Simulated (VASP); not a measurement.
Runs of VASP 6.6.1 on Ta. The structure is that of space group Im-3m (No. 229), or close to it. The cells are those of the table. 

```csv
task,cell,cutoff (eV),gap on the mesh (eV),pressure (GPa)
single point,"a = 2.833 Å, angles 109.5°, 1 atom",520,none,2.2
relaxation of cell and atoms,"relaxed to 10 GPa from a = 2.842 Å, angles 109.5°, 1 atom",600,none,10.0
single point,"a = 2.838 Å, angles 109.5°, 1 atom",520,none,1.2
relaxation of cell and atoms,"relaxed to 1 GPa from a = 2.842 Å, angles 109.5°, 1 atom",600,none,1.0
single point,"a = 2.842 Å, angles 109.5°, 1 atom",520,none,(a)
```

Alike in all rows: level PBEsol; potentials or basis VASP PAW PBE potentials, release 64 (Ta_pv); no spin polarisation; k mesh 24 × 24 × 24; smearing fermi-dirac 0.1 eV.

Estimate the missing entries.

(a) 0.2.

Caveats: the PAW data sets were made with another functional, which shifts forces and pressure a little; spin-orbit coupling is left out, which moves the levels of the heavy elements; the cell is relaxed towards a set pressure, so the enthalpy falls and the energy may rise (some runs).

A k mesh can miss the band edges, and the runs leave out spin-orbit coupling on Ta.

A gap of «none» marks levels without a gap at the run's occupations.
